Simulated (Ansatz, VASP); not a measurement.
## One calculation of Sr2TeWO6, two programs

```
CELL_PARAMETERS angstrom
0.00000 4.11164 4.11164
4.11164 0.00000 4.11164
4.11164 4.11164 0.00000
ATOMIC_POSITIONS crystal
Te 0.50000 0.50000 0.50000
W 0.00000 0.00000 0.00000
O 0.72500 0.27500 0.27500
O 0.27500 0.72500 0.27500
O 0.27500 0.72500 0.72500
O 0.72500 0.27500 0.72500
O 0.27500 0.27500 0.72500
O 0.72500 0.72500 0.27500
Sr 0.25000 0.25000 0.25000
Sr 0.75000 0.75000 0.75000
```

Alike in both runs: task single point; functional r2SCAN; k mesh 7 × 7 × 7; occupations gaussian, width 0.1395 eV; no spin polarisation.

```csv
,VASP,Ansatz
version,VASP 6.6.1,Ansatz 0.2.0
potentials or method,"VASP PAW PBE potentials, release 64 (Te, W_sv, O, Sr_sv), cutoff 520 eV",PAW plane waves
valence electrons in the cell,76,86
```

Ansatz gave:

| Quantity | Value |
| --- | --- |
| pressure (GPa) | -0.7 |
| rms of the force components (eV/Å) | 1.342 |

Q: Which values does VASP return?

A: Pressure (GPa): -0.3; rms of the force components (eV/Å): 1.327.

VASP's potentials were made for PBE, not for r2SCAN. Atom by atom the forces differ by 0.015 eV/Å (rms over components). VASP's potentials hold 76 valence electrons a cell and Ansatz's 86, so a difference there can come from the potentials and not from the codes.

Spin-orbit coupling is off throughout.
